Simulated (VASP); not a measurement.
# MnO (R-3m) in VASP: single point with r2SCAN

Aim: the single point of MnO with r2SCAN.

Everything below comes from runs of VASP 6.6.1. Logs are shortened: lines on timing, memory, paths and dates and some standing lists are left out, and cuts for length are marked.

## 1. The cell of the first run

The structure is trigonal, space group R-3m (No. 166). Conventional cell: a = 3.187 Å, b = 3.187 Å, c = 7.621 Å, α = 90.00°, β = 90.00°, γ = 120.00°. Mn (site symmetry -3m) has 6 O at 2.24 Å within 3.0 Å. Within 3.0 Å of O (site symmetry -3m) lie 6 Mn at 2.24 Å.

## 2. Single point, r2SCAN, collinear spin, antiferromagnetic start (volume scaled by 1.040)

Contents of POSCAR:

```
MnO
1.0
    1.5933644551     -0.9199293937      5.0806228717
    0.0000000000      1.8398587974      5.0806228699
   -1.5933644551     -0.9199293937      5.0806228717
Mn O
2 2
Direct
    0.5000000000      0.5000000000     -0.5000000000
    1.0000000000      1.0000000000      0.0000000000
    0.2499999999      0.2499999999      0.2499999999
    0.7500000001      0.7500000001      0.7500000001
```

Contents of INCAR.step1:

```
SYSTEM = MnO
  PREC = Accurate
  ENCUT = 520
  ISMEAR = 0
  SIGMA = 0.05
  LREAL = .FALSE.
  LASPH = .TRUE.
  NELM = 150
  ISPIN = 2
  MAGMOM = 4.61 -4.61 0 0
  LMAXMIX = 4
  NBANDS = 31
  GGA = PE
  ALGO = Normal
  EDIFF = 1E-4
  LWAVE = .TRUE.
  LCHARG = .FALSE.
```

Contents of INCAR.step2:

```
SYSTEM = MnO
  PREC = Accurate
  ENCUT = 520
  EDIFF = 1E-7
  ISMEAR = 0
  SIGMA = 0.05
  LREAL = .FALSE.
  LASPH = .TRUE.
  NELM = 150
  ALGO = Normal
  ISIF = 2
  LWAVE = .FALSE.
  LCHARG = .FALSE.
  ISPIN = 2
  MAGMOM = 4.61 -4.61 0 0
  LORBIT = 11
  LMAXMIX = 4
  METAGGA = R2SCAN
  LMIXTAU = .TRUE.
  NBANDS = 31
  ISTART = 1
```

Contents of KPOINTS:

```
regular mesh
0
G
  8 8 8
  0 0 0
```

Potentials or basis: VASP PAW PBE potentials, release 64 (Mn_pv, O).

Launch:

```sh
> cat potpaw_PBE.64/Mn_pv/POTCAR potpaw_PBE.64/O/POTCAR > POTCAR
> cp INCAR.step1 INCAR
> mpirun -np 1 vasp_std > vasp.out
> cp INCAR.step2 INCAR
> mpirun -np 1 vasp_std > vasp.out
```

OUTCAR:

```text
SYSTEM = MnO
   PREC = Accurate
   ENCUT = 520
   EDIFF = 1E-7
   ISMEAR = 0
   LREAL = .FALSE.
   LASPH = .TRUE.
   NELM = 150
   ISIF = 2
   ISPIN = 2
   LORBIT = 11
   METAGGA = R2SCAN
   ISTART = 1

 ion  position               nearest neighbor table
   1  0.500  0.500  0.500-   3 2.24   4 2.24   3 2.24   4 2.24   3 2.24   4 2.24   2 3.14   2 3.14
                             2 3.14   2 3.14   2 3.14   2 3.14
   2  0.000  0.000  0.000-   4 2.24   3 2.24   4 2.24   3 2.24   4 2.24   3 2.24   1 3.14   1 3.14
                             1 3.14   1 3.14   1 3.14   1 3.14
   3  0.250  0.250  0.250-   1 2.24   1 2.24   1 2.24   2 2.24   2 2.24   2 2.24
   4  0.750  0.750  0.750-   1 2.24   1 2.24   1 2.24   2 2.24   2 2.24   2 2.24

  LATTYP: Found a trigonal (rhomboedric) cell.
 ALAT       =     5.4034997123
 COS(alpha) =     0.8260958365

  Lattice vectors:

 A1 = (   1.5933644551,  -0.9199293937,   5.0806228717)
 A2 = (   0.0000000000,   1.8398587974,   5.0806228699)
 A3 = (  -1.5933644551,  -0.9199293937,   5.0806228717)

Analysis of symmetry for initial positions (statically):
=====================================================================
 Subroutine PRICEL returns following result:

  LATTYP: Found a trigonal (rhomboedric) cell.
 ALAT       =     3.1366004801
 COS(alpha) =     0.4838905207
[... 12 lines left out ...]
 Subroutine GETGRP returns: Found 12 space group operations
 (whereof 12 operations were pure point group operations)
 out of a pool of 12 trial point group operations.

The static configuration has the point symmetry D_3d.

Analysis of symmetry for dynamics (positions and initial velocities):
=====================================================================
 Subroutine PRICEL returns following result:

  LATTYP: Found a trigonal (rhomboedric) cell.
 ALAT       =     3.1366004801
 COS(alpha) =     0.4838905207
[... 12 lines left out ...]
 Subroutine GETGRP returns: Found 12 space group operations
 (whereof 12 operations were pure point group operations)
 out of a pool of 12 trial point group operations.

The dynamic configuration has the point symmetry D_3d.

Analysis of structural, dynamic, and magnetic symmetry:
=====================================================================
 Subroutine PRICEL returns following result:

  LATTYP: Found a trigonal (rhomboedric) cell.
 ALAT       =     3.1366004801
 COS(alpha) =     0.4838905207
[... 12 lines left out ...]
 Subroutine GETGRP returns: Found 12 space group operations
 (whereof 12 operations were pure point group operations)
 out of a pool of 12 trial point group operations.

The overall configuration has the point symmetry D_3d.

 Subroutine INISYM returns: Found 12 space group operations
 (whereof 12 operations are pure point group operations),
 and found     2 'primitive' translations

----------------------------------------------------------------------------------------

                                     Primitive cell

  volume of cell :      22.3413

  direct lattice vectors                    reciprocal lattice vectors
     1.593364455  0.919929399  2.540311435     0.313801402  0.181173324  0.131217507
    -1.593364455  0.919929399  2.540311435    -0.313801402  0.181173324  0.131217507
     0.000000000 -1.839858792  2.540311437     0.000000000 -0.362346648  0.131217507

  length of vectors
     3.136600480  3.136600480  3.136600480     0.385374010  0.385374010  0.385374010

  position of ions in fractional coordinates (direct lattice)
     0.000000000  0.000000000  1.000000000
     0.500000000  0.500000000  0.500000000

  ion indices of the primitive-cell ions
   primitive index   ion index
                 1           1
                 2           3

----------------------------------------------------------------------------------------

 KPOINTS: regular mesh

Automatic generation of k-mesh.
 Grid dimensions read from file:
 generate k-points for:    8    8    8

 Generating k-lattice:

  Cartesian coordinates                     Fractional coordinates (reciprocal lattice)
     0.039225175 -0.022646665  0.008201094     0.125000000  0.000000000 -0.000000000
     0.000000000  0.045293331  0.008201094     0.000000000  0.125000000  0.000000000
    -0.039225175 -0.022646665  0.008201094    -0.000000000  0.000000000  0.125000000

  Length of vectors
     0.046029814  0.046029814  0.046029814

  Shift w.r.t. Gamma in fractional coordinates (k-lattice)
     0.000000000  0.000000000  0.000000000

 Subroutine IBZKPT returns following result:
 ===========================================

 Found     65 irreducible k-points:

 Following reciprocal coordinates:
            Coordinates               Weight
  0.000000  0.000000  0.000000      1.000000
  0.125000  0.000000 -0.000000      6.000000
  0.250000  0.000000 -0.000000      6.000000
  0.375000  0.000000 -0.000000      6.000000
  0.500000  0.000000 -0.000000      3.000000
  0.125000  0.125000  0.000000      6.000000
[... 16 lines left out ...]
  0.250000  0.125000  0.125000      6.000000
  0.375000  0.125000  0.125000      6.000000
 [... further k-points ...]
   k-points           NKPTS =     65   k-points in BZ     NKDIM =     65   number of bands    NBANDS=     31
   number of dos      NEDOS =    301   number of ions     NIONS =      4
   total plane-waves  NPLWV =  64000
   dimension x,y,z NGX =    40 NGY =   40 NGZ =   40
   dimension x,y,z NGXF=    80 NGYF=   80 NGZF=   80
   ions per type =               2   2
   NGX,Y,Z   is equivalent  to a cutoff of  12.31, 12.31, 12.31 a.u.
   NGXF,Y,Z  is equivalent  to a cutoff of  24.61, 24.61, 24.61 a.u.
 SYSTEM =  MnO
   PREC   = accura    normal or accurate (medium, high low for compatibility)
   ISTART =      1    job   : 0-new  1-cont  2-samecut
   ICHARG =      0    charge: 1-file 2-atom 10-const
   ISPIN  =      2    spin polarized calculation?
   LNONCOLLINEAR =      F non collinear calculations
   LSORBIT =      F    spin-orbit coupling
   LASPH  =      T    aspherical Exc in radial PAW
   ENCUT  =  520.0 eV  38.22 Ry    6.18 a.u.  10.05 10.05 10.05*2*pi/ulx,y,z
   NELM   =    150;   NELMIN=  2; NELMDL=  0     # of ELM steps
   EDIFF  = 0.1E-06   stopping-criterion for ELM
   LREAL  =      F    real-space projection
   EDIFFG = 0.1E-05   stopping-criterion for IOM
   NSW    =      0    number of steps for IOM
   IBRION =     -1    ionic relax: 0-MD 1-quasi-New 2-CG
   NFREE  =      0    steps in history (QN), initial steepest desc. (CG)
   ISIF   =      2    stress and relaxation
   ISYM   =      2    0-nonsym 1-usesym 2-fastsym
   POTIM  = 0.5000    time-step for ionic-motion
   TEBEG  =    0.0;   TEEND  =   0.0 temperature during run
   PSTRESS=    0.0 pullay stress
   NELECT =      38.0000    total number of electrons
   NUPDOWN=      -1.0000    fix difference up-down
   EMIN   =  10.00;   EMAX   =-10.00  energy-range for DOS
   EFERMI =   0.00;   METHOD = LEGACY
   ISMEAR =     0;   SIGMA  =   0.05  broadening in eV -4-tet -1-fermi 0-gaus
   EFERMI_NEDOS =   21; number of points for ismear=-14 and -15
   IALGO  =     38    algorithm
   IMIX   =      4    mixing-type and parameters
     AMIX     =   0.40;   BMIX     =  1.00
     AMIX_MAG =   1.60;   BMIX_MAG =  1.00
  volume/ion in A,a.u.               =      11.17        75.38
  Fermi-wavevector in a.u.,A,eV,Ry     =   1.551042  2.931043 32.731940  2.405730
  Thomas-Fermi vector in A             =   2.655618
   LORBIT       =     11    0 simple, 1 ext, 2 COOP (PROOUT), +10 PAW based schemes
   METAGGA = R2SCAN    functional components
   LHFCALC =     F    Hartree Fock is set to
   AEXX    =    0.0000 exact exchange contribution
   IVDW    =     0    specifies the selected vdW correction
   LEPSILON=     F    determine dielectric tensor
   LRPA    =     F    only Hartree local field effects (RPA)
 spin polarized calculation
 Gauss-broadening in eV      SIGMA  =   0.05
  energy-cutoff  :      520.00
  volume of cell :       44.68
 maximum number of plane-waves:      1218
   NGX = 21   NGY = 21   NGZ = 21

 number of electron      38.0000016 magnetization       0.0000000

 number of electron      38.0000016 magnetization      -0.0000000

 Free energy of the ion-electron system (eV)
  ---------------------------------------------------
  ext. energy  EPLUGINS =         0.00000000
  ---------------------------------------------------
  free energy    TOTEN  =       -49.17548076 eV

  energy without entropy =      -49.17548076  energy(sigma->0) =      -49.17548076

 E-fermi :   6.3332     XC(G=0): -12.4487

 val. band max:        6.1243239144   @ k =   0.5000   0.5000   0.5000
 cond. band min:       7.7225522775   @ k =   0.0000   0.0000   0.0000
 fundamental gap:      1.5982283631
 Fermi energy:         6.3332337243

 spin component 1

 k-point     1 :       0.0000    0.0000    0.0000
  band No.  band energies     occupation
      1     -45.5233      1.00000
      2     -45.4758      1.00000
      3     -45.4758      1.00000
      4     -39.2314      1.00000
      5     -39.1874      1.00000
      6     -39.1874      1.00000
[... 805 lines left out ...]
     30      21.1065      0.00000
     31      21.1523      0.00000

 [... further k-points ...]

 spin component 2

 k-point     1 :       0.0000    0.0000    0.0000
  band No.  band energies     occupation
      1     -45.5233      1.00000
      2     -45.4758      1.00000
      3     -45.4758      1.00000
      4     -39.2314      1.00000
      5     -39.1874      1.00000
      6     -39.1874      1.00000
[... 805 lines left out ...]
     30      21.1065      0.00000
     31      21.1523      0.00000

 [... further k-points ...]
[... 5 lines left out ...]
  --------------------------------------------------------------------------------------
  -------------------------------------------------------------------------------------
  Total       -1.6017713     -1.6017713     -1.5881220      0.0000000      0.0000000      0.0000000
  in kB      -57.4345531    -57.4345531    -56.9451344      0.0000000      0.0000000      0.0000000
  external PRESSURE =     -57.2714135 kB  Pullay stress =       0.0000000 kB

 VOLUME and BASIS-vectors are now :
 -----------------------------------------------------------------------------
  energy-cutoff  :      520.00
  volume of cell :       44.68
      direct lattice vectors                 reciprocal lattice vectors
     1.593364455 -0.919929394  5.080622872     0.313801402 -0.181173324  0.065608754
     0.000000000  1.839858797  5.080622870     0.000000000  0.362346648  0.065608753
    -1.593364455 -0.919929394  5.080622872    -0.313801402 -0.181173324  0.065608754

 POSITION                                       TOTAL-FORCE (eV/Angst)
 -----------------------------------------------------------------------------------
      0.00000      0.00000      7.62093         0.000000     -0.000000     -0.000000
      0.00000      0.00000      0.00000         0.000000      0.000000     -0.000000
      0.00000      0.00000      3.81047        -0.000000      0.000000     -0.000000
      0.00000      0.00000     11.43140        -0.000000      0.000000      0.000000
 -----------------------------------------------------------------------------------
    total drift:                               -0.000000      0.000000      0.000000

  FREE ENERGIE OF THE ION-ELECTRON SYSTEM (eV)
  ---------------------------------------------------
  free  energy   TOTEN  =       -49.1754807569 eV

  energy  without entropy=      -49.1754807569  energy(sigma->0) =      -49.17548076

 total charge

# of ion       s       p       d       tot
------------------------------------------
    1        0.201   6.163   4.959  11.324
    2        0.201   6.163   4.959  11.324
    3        1.560   3.454   0.000   5.014
    4        1.560   3.454   0.000   5.014
--------------------------------------------------
tot          3.523  19.235   9.918  32.676

 magnetization (x)

# of ion       s       p       d       tot
------------------------------------------
    1        0.014   0.016   4.436   4.466
    2       -0.014  -0.016  -4.436  -4.466
    3        0.000   0.000   0.000   0.000
    4        0.000   0.000   0.000   0.000
--------------------------------------------------
tot          0.000   0.000   0.000   0.000
```

Run time: 13 min. Hardware: 1 thread of Intel Xeon Platinum 8559C (Emerald Rapids), shared host; peak memory 0.39 GiB.

Results:

- Free energy: -49.1755 eV
- Pressure: -5.7 GPa
- Band gap on the k mesh: 1.60 eV
- Net moment: 0.00 μB per cell
- Site moments: Mn +4.47, -4.47; O +0.00 μB
- Valence electrons inside the program's atomic spheres: Mn 11.32; O 5.01

Levels at points of the mesh, in eV from the valence-band top:
Spin up:
```tsv
k point	band 16	band 17	band 18	band 19	band 20	band 21	band 22	band 23
(0.00, 0.00, 0.00)	-2.18	-1.86	-0.59	-0.59	1.60	3.53	3.53	3.54
(0.50, 0.00, 0.00)	-1.63	-1.36	-0.31	-0.12	2.56	4.19	4.33	4.67
(0.50, 0.50, 0.00)	-1.63	-1.43	-0.30	-0.20	2.84	4.26	4.35	5.03
(0.50, 0.50, 0.50)	-2.14	-1.78	0.00	0.00	2.98	3.44	3.44	3.88
```
Spin down:
```
           k point  band 17  band 18  band 19  band 20  band 21  band 22
(0.00, 0.00, 0.00)    -1.86    -0.59    -0.59     1.60     3.53     3.53
(0.50, 0.00, 0.00)    -1.36    -0.31    -0.12     2.56     4.19     4.33
(0.50, 0.50, 0.00)    -1.43    -0.30    -0.20     2.84     4.26     4.35
(0.50, 0.50, 0.50)    -1.78     0.00     0.00     2.98     3.44     3.44
```

Caveat: the PAW data sets were made with another functional, which shifts forces and pressure a little. A k mesh can miss the band edges.
